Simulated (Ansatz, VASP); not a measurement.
# Ge: VASP beside Ansatz

INCAR

```
ALGO = Normal
EDIFF = 1E-6
ENCUT = 520
GGA = PE
ISIF = 2
ISMEAR = 0
LASPH = True
LCHARG = True
LELF = True
LREAL = False
LVHAR = True
LWAVE = False
NBANDS = 51
NELM = 60
PREC = Accurate
SIGMA = 0.1
```

File KPOINTS:

```
k-points
0
Gamma
  3 3 6
```

Contents of POSCAR:

```
Ge
1.0
    6.2055147800      0.0000000000      0.0000000000
   -3.1027573900      5.3741334400      0.0000000000
    0.0000000000      0.0000000000      3.6596619900
Ge
6
Direct
    0.6226509800      0.6226509800      0.1666666700
    0.3773490200      0.0000000000      0.5000000000
    0.0000000000      0.3773490200      0.8333333300
    0.0000000000      0.6226509800      0.3333333300
    0.3773490200      0.3773490200      0.6666666700
    0.6226509800      0.0000000000      0.0000000000
```

Input for Ansatz:

```yaml
crystal:
  lattice:
    - [6.20551478, 0.0, 0.0]
    - [-3.10275739, 5.37413344, 0.0]
    - [0.0, 0.0, 3.65966199]
  atoms:
    - { symbol: Ge, position: [0.62265098, 0.62265098, 0.16666667] }
    - { symbol: Ge, position: [0.37734902, 0.0, 0.5] }
    - { symbol: Ge, position: [0.0, 0.37734902, 0.83333333] }
    - { symbol: Ge, position: [0.0, 0.62265098, 0.33333333] }
    - { symbol: Ge, position: [0.37734902, 0.37734902, 0.66666667] }
    - { symbol: Ge, position: [0.62265098, 0.0, 0.0] }
basis:
  ecutwfc: 420
kpoints:
  mp_grid: { grid: [3, 3, 6] }
hamiltonian:
  xc: pbe
scf:
  occupations: { method: gaussian, width: 0.1 }
  lower_state_search: "off"
output:
  forces: true
  stress: true
  eigenvalues: true
```

Alike in both runs: task single point; functional PBE; k mesh 3 × 3 × 6; occupations gaussian, width 0.1 eV; no spin polarisation.

|  | VASP | Ansatz |
| --- | --- | --- |
| version | VASP 6.6.1 | Ansatz 0.2.0 |
| potentials or method | VASP PAW PBE potentials, release 64 (Ge_d), cutoff 520 eV | scalar-relativistic, plane waves, PAW |
| valence electrons in the cell | 84 | 84 |

```tsv
	VASP	Ansatz	Ansatz less VASP
gap on the k mesh at the Fermi level (eV)	none	none	-
pressure (GPa)	11.4	11.6	+0.13
traceless stress, the component that is largest in VASP (GPa)	4.95	4.96	+0.007
rms of the force components (eV/Å)	0.166	0.169	+0.0026
```

Atom by atom the forces differ by 0.003 eV/Å (rms over components). A gap of «none» marks a metal or a gap that the smearing closes. With one functional, cell and mesh, what is left measures potentials, basis and numerics.

The k mesh is coarse, so the values compare programs but aren't converged.
